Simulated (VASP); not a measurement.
# MgO (Periclase) (Fm-3m) in VASP: notebook

Runs on MgO (Periclase). Level: PBEsol. Tasks: single point.

Everything below comes from runs of VASP 6.6.1. Logs are shortened: lines on timing, memory, paths and dates and some standing lists are left out, and cuts for length are marked.

### 1 The cell of the first run

Symmetry: Fm-3m, No. 225, cubic system. The conventional cell has a = 3.706 Å, b = 3.706 Å, c = 3.706 Å, α = 90.00°, β = 90.00°, γ = 90.00°. Mg (site symmetry m-3m) has 6 O at 1.85 Å within 2.5 Å. Within 2.5 Å of O (site symmetry m-3m) lie 6 Mg at 1.85 Å.

### 2 Single point, PBEsol (volume scaled by 0.680)

File INCAR:

```
PREC = Accurate
ENCUT = 520
EDIFF = 1E-6
ISMEAR = 0
SIGMA = 0.05
LREAL = False
LASPH = True
NELM = 80
ALGO = Normal
ISIF = 2
LWAVE = False
LCHARG = False
GGA = PS
NBANDS = 11
```

File KPOINTS:

```
regular mesh
0
Gamma
  10 10 10
```

File POSCAR:

```
MgO
1.0
    0.0000000000      1.8528742298      1.8528742298
    1.8528742298      0.0000000000      1.8528742298
    1.8528742298      1.8528742298      0.0000000000
Mg O
1 1
Direct
    0.0000000000      0.0000000000      0.0000000000
    0.5000000000      0.5000000000      0.5000000000
```

Potentials or basis: VASP PAW PBE potentials, release 64 (Mg, O).

Launch:

```
$ cat potpaw_PBE.64/Mg/POTCAR potpaw_PBE.64/O/POTCAR > POTCAR
$ mpirun -np 1 vasp_std > vasp.out
```

OUTCAR:

```text
PREC = Accurate
   ENCUT = 520
   EDIFF = 1E-6
   ISMEAR = 0
   LREAL = False
   LASPH = True
   NELM = 80
   ISIF = 2
   GGA = PS

 ion  position               nearest neighbor table
   1  0.000  0.000  0.000-   2 1.85   2 1.85   2 1.85   2 1.85   2 1.85   2 1.85
   2  0.500  0.500  0.500-   1 1.85   1 1.85   1 1.85   1 1.85   1 1.85   1 1.85

  LATTYP: Found a face centered cubic cell.
 ALAT       =     3.7057484596

  Lattice vectors:

 A1 = (   0.0000000000,   1.8528742298,   1.8528742298)
 A2 = (   1.8528742298,   0.0000000000,   1.8528742298)
 A3 = (   1.8528742298,   1.8528742298,   0.0000000000)

Analysis of symmetry for initial positions (statically):
=====================================================================
 Subroutine PRICEL returns:
 Original cell was already a primitive cell.

 Routine SETGRP: Setting up the symmetry group for a
 face centered cubic supercell.

 Subroutine GETGRP returns: Found 48 space group operations
 (whereof 48 operations were pure point group operations)
 out of a pool of 48 trial point group operations.

The static configuration has the point symmetry O_h .

Analysis of symmetry for dynamics (positions and initial velocities):
=====================================================================
 Subroutine PRICEL returns:
 Original cell was already a primitive cell.

 Routine SETGRP: Setting up the symmetry group for a
 face centered cubic supercell.

 Subroutine GETGRP returns: Found 48 space group operations
 (whereof 48 operations were pure point group operations)
 out of a pool of 48 trial point group operations.

The dynamic configuration has the point symmetry O_h .

 Subroutine INISYM returns: Found 48 space group operations
 (whereof 48 operations are pure point group operations),
 and found     1 'primitive' translations

----------------------------------------------------------------------------------------

                                     Primitive cell

  volume of cell :      12.7224

  direct lattice vectors                    reciprocal lattice vectors
     0.000000000  1.852874230  1.852874230    -0.269851020  0.269851020  0.269851020
     1.852874230  0.000000000  1.852874230     0.269851020 -0.269851020  0.269851020
     1.852874230  1.852874230  0.000000000     0.269851020  0.269851020 -0.269851020

  length of vectors
     2.620359865  2.620359865  2.620359865     0.467395676  0.467395676  0.467395676

  position of ions in fractional coordinates (direct lattice)
     0.000000000  0.000000000  0.000000000
     0.500000000  0.500000000  0.500000000

  ion indices of the primitive-cell ions
   primitive index   ion index
                 1           1
                 2           2

----------------------------------------------------------------------------------------

 KPOINTS: regular mesh

Automatic generation of k-mesh.
 Grid dimensions read from file:
 generate k-points for:   10   10   10

 Generating k-lattice:

  Cartesian coordinates                     Fractional coordinates (reciprocal lattice)
    -0.026985102  0.026985102  0.026985102     0.100000000  0.000000000  0.000000000
     0.026985102 -0.026985102  0.026985102     0.000000000  0.100000000  0.000000000
     0.026985102  0.026985102 -0.026985102     0.000000000  0.000000000  0.100000000

  Length of vectors
     0.046739568  0.046739568  0.046739568

  Shift w.r.t. Gamma in fractional coordinates (k-lattice)
     0.000000000  0.000000000  0.000000000

 Subroutine IBZKPT returns following result:
 ===========================================

 Found     47 irreducible k-points:

 Following reciprocal coordinates:
            Coordinates               Weight
  0.000000  0.000000  0.000000      1.000000
  0.100000  0.000000  0.000000      8.000000
  0.200000  0.000000  0.000000      8.000000
  0.300000  0.000000  0.000000      8.000000
  0.400000  0.000000  0.000000      8.000000
  0.500000  0.000000  0.000000      4.000000
[... 16 lines left out ...]
  0.300000  0.300000  0.000000      6.000000
  0.400000  0.300000  0.000000     24.000000
 [... further k-points ...]
   k-points           NKPTS =     47   k-points in BZ     NKDIM =     47   number of bands    NBANDS=     11
   number of dos      NEDOS =    301   number of ions     NIONS =      2
   total plane-waves  NPLWV =   8000
   dimension x,y,z NGX =    20 NGY =   20 NGZ =   20
   dimension x,y,z NGXF=    40 NGYF=   40 NGZF=   40
   ions per type =               1   1
   NGX,Y,Z   is equivalent  to a cutoff of  12.69, 12.69, 12.69 a.u.
   NGXF,Y,Z  is equivalent  to a cutoff of  25.38, 25.38, 25.38 a.u.
 SYSTEM =  unknown system
   PREC   = accura    normal or accurate (medium, high low for compatibility)
   ISTART =      0    job   : 0-new  1-cont  2-samecut
   ICHARG =      2    charge: 1-file 2-atom 10-const
   ISPIN  =      1    spin polarized calculation?
   LNONCOLLINEAR =      F non collinear calculations
   LSORBIT =      F    spin-orbit coupling
   LASPH  =      T    aspherical Exc in radial PAW
   ENCUT  =  520.0 eV  38.22 Ry    6.18 a.u.   4.87  4.87  4.87*2*pi/ulx,y,z
   NELM   =     80;   NELMIN=  2; NELMDL= -5     # of ELM steps
   EDIFF  = 0.1E-05   stopping-criterion for ELM
   LREAL  =      F    real-space projection
   EDIFFG = 0.1E-04   stopping-criterion for IOM
   NSW    =      0    number of steps for IOM
   IBRION =     -1    ionic relax: 0-MD 1-quasi-New 2-CG
   NFREE  =      0    steps in history (QN), initial steepest desc. (CG)
   ISIF   =      2    stress and relaxation
   ISYM   =      2    0-nonsym 1-usesym 2-fastsym
   POTIM  = 0.5000    time-step for ionic-motion
   TEBEG  =    0.0;   TEEND  =   0.0 temperature during run
   PSTRESS=    0.0 pullay stress
   NELECT =       8.0000    total number of electrons
   NUPDOWN=      -1.0000    fix difference up-down
   EMIN   =  10.00;   EMAX   =-10.00  energy-range for DOS
   EFERMI =   0.00;   METHOD = LEGACY
   ISMEAR =     0;   SIGMA  =   0.05  broadening in eV -4-tet -1-fermi 0-gaus
   EFERMI_NEDOS =   21; number of points for ismear=-14 and -15
   IALGO  =     38    algorithm
   IMIX   =      4    mixing-type and parameters
     AMIX     =   0.40;   BMIX     =  1.00
     AMIX_MAG =   1.60;   BMIX_MAG =  1.00
  volume/ion in A,a.u.               =       6.36        42.93
  Fermi-wavevector in a.u.,A,eV,Ry     =   1.402541  2.650418 26.764308  1.967121
  Thomas-Fermi vector in A             =   2.525292
   LORBIT       =      0    0 simple, 1 ext, 2 COOP (PROOUT), +10 PAW based schemes
   GGA     = PS    functional components
   LHFCALC =     F    Hartree Fock is set to
   AEXX    =    0.0000 exact exchange contribution
   IVDW    =     0    specifies the selected vdW correction
   LEPSILON=     F    determine dielectric tensor
   LRPA    =     F    only Hartree local field effects (RPA)
 non-spin polarized calculation
 Gauss-broadening in eV      SIGMA  =   0.05
  energy-cutoff  :      520.00
  volume of cell :       12.72
 maximum number of plane-waves:       352
   NGX =  9   NGY =  9   NGZ =  9

 number of electron       7.9999999 magnetization

 Free energy of the ion-electron system (eV)
  ---------------------------------------------------
  ext. energy  EPLUGINS =         0.00000000
  ---------------------------------------------------
  free energy    TOTEN  =       -10.68210481 eV

  energy without entropy =      -10.68210481  energy(sigma->0) =      -10.68210481

 E-fermi :   6.9423     XC(G=0): -13.3116

 val. band max:        6.6509209936   @ k =   0.0000   0.0000   0.0000
 cond. band min:      15.6323956765   @ k =   0.5000   0.5000   0.0000
 fundamental gap:      8.9814746828
 Fermi energy:         6.9423075460

 k-point     1 :       0.0000    0.0000    0.0000
  band No.  band energies     occupation
      1     -13.0351      2.00000
      2       6.6509      2.00000
      3       6.6509      2.00000
      4       6.6509      2.00000
      5      16.0065      0.00000
      6      24.3100      0.00000
      7      24.3100      0.00000
      8      24.3100      0.00000
      9      29.3023      0.00000
     10      31.7259      0.00000
     11      31.7259      0.00000

 k-point     2 :       0.1000    0.0000    0.0000
  band No.  band energies     occupation
      1     -12.8409      2.00000
      2       5.8815      2.00000
      3       6.5153      2.00000
      4       6.5153      2.00000
      5      16.5790      0.00000
      6      22.9216      0.00000
      7      24.7096      0.00000
      8      24.7096      0.00000
      9      31.4583      0.00000
     10      31.4583      0.00000
     11      31.6741      0.00000

 k-point     3 :       0.2000    0.0000    0.0000
  band No.  band energies     occupation
      1     -12.2941      2.00000
      2       4.1068      2.00000
      3       6.1766      2.00000
      4       6.1766      2.00000
      5      17.5062      0.00000
      6      21.6785      0.00000
      7      25.7062      0.00000
      8      25.7062      0.00000
      9      31.1471      0.00000
     10      31.1471      0.00000
     11      35.1188      0.00000

 k-point     4 :       0.3000    0.0000    0.0000
  band No.  band energies     occupation
      1     -11.5182      2.00000
      2       2.1264      2.00000
      3       5.7860      2.00000
      4       5.7860      2.00000
      5      17.5558      0.00000
      6      22.1692      0.00000
      7      26.6615      0.00000
      8      26.6615      0.00000
      9      31.6491      0.00000
     10      31.6491      0.00000
     11      35.3458      0.00000

 k-point     5 :       0.4000    0.0000    0.0000
  band No.  band energies     occupation
      1     -10.7669      2.00000
      2       0.5520      2.00000
      3       5.4892      2.00000
      4       5.4892      2.00000
      5      17.2139      0.00000
      6      23.3017      0.00000
      7      27.0452      0.00000
      8      27.0452      0.00000
      9      33.1687      0.00000
     10      33.1687      0.00000
     11      34.5742      0.00000
[... 211 lines left out ...]
 k-point    21 :      -0.3000    0.2000    0.0000
  band No.  band energies     occupation
      1     -10.6524      2.00000
      2       1.4255      2.00000
      3       3.8348      2.00000
      4       5.4068      2.00000
      5      19.2864      0.00000
      6      21.4289      0.00000
      7      25.8248      0.00000
      8      28.6953      0.00000
      9      30.6481      0.00000
     10      32.9079      0.00000
     11      39.1489      0.00000

 k-point    22 :      -0.2000    0.2000    0.0000
  band No.  band energies     occupation
      1     -11.3015      2.00000
      2       2.4253      2.00000
      3       4.5320      2.00000
      4       5.7332      2.00000
      5      19.3736      0.00000
      6      20.4245      0.00000
      7      26.3733      0.00000
      8      27.7874      0.00000
      9      29.5108      0.00000
     10      32.7158      0.00000
     11      38.9292      0.00000

 k-point    23 :       0.3000    0.3000    0.0000
  band No.  band energies     occupation
      1     -11.1791      2.00000
      2       2.2589      2.00000
      3       5.2359      2.00000
      4       5.2359      2.00000
      5      17.3338      0.00000
      6      20.2594      0.00000
      7      25.7597      0.00000
      8      29.4415      0.00000
      9      29.4415      0.00000
     10      35.1931      0.00000
     11      42.8522      0.00000

 k-point    24 :       0.4000    0.3000    0.0000
  band No.  band energies     occupation
      1     -10.6863      2.00000
      2       1.5658      2.00000
      3       4.6616      2.00000
      4       5.0094      2.00000
      5      17.0866      0.00000
      6      21.1125      0.00000
      7      24.7868      0.00000
      8      30.2239      0.00000
      9      30.5461      0.00000
     10      36.4325      0.00000
     11      42.3798      0.00000

 [... further k-points ...]
[... 5 lines left out ...]
  --------------------------------------------------------------------------------------
  -------------------------------------------------------------------------------------
  Total       10.9082429     10.9082429     10.9082429      0.0000000      0.0000000     -0.0000000
  in kB     1373.7179144   1373.7179144   1373.7179144      0.0000000      0.0000000     -0.0000000
  external PRESSURE =    1373.7179144 kB  Pullay stress =       0.0000000 kB

 VOLUME and BASIS-vectors are now :
 -----------------------------------------------------------------------------
  energy-cutoff  :      520.00
  volume of cell :       12.72
      direct lattice vectors                 reciprocal lattice vectors
     0.000000000  1.852874230  1.852874230    -0.269851020  0.269851020  0.269851020
     1.852874230  0.000000000  1.852874230     0.269851020 -0.269851020  0.269851020
     1.852874230  1.852874230  0.000000000     0.269851020  0.269851020 -0.269851020

 POSITION                                       TOTAL-FORCE (eV/Angst)
 -----------------------------------------------------------------------------------
      0.00000      0.00000      0.00000         0.000000     -0.000000     -0.000000
      1.85287      1.85287      1.85287        -0.000000      0.000000      0.000000
 -----------------------------------------------------------------------------------
    total drift:                                0.000000      0.000000      0.000000

  FREE ENERGIE OF THE ION-ELECTRON SYSTEM (eV)
  ---------------------------------------------------
  free  energy   TOTEN  =       -10.6821048092 eV

  energy  without entropy=      -10.6821048092  energy(sigma->0) =      -10.68210481
```

Run time: 7.6 s. Hardware: 1 thread of AMD EPYC 7R43 (Zen 3), shared host; peak memory 0.09 GiB.

Results:

```yaml
Free_energy: -10.6821 eV
Pressure: 137.4 GPa
Band_gap_on_the_k_mesh: 8.98 eV, indirect (least direct gap 9.36 eV)
```

Caveat: the PAW data sets were made with another functional, which shifts forces and pressure a little. A k mesh can miss the band edges.

[end of part 1 of 2]
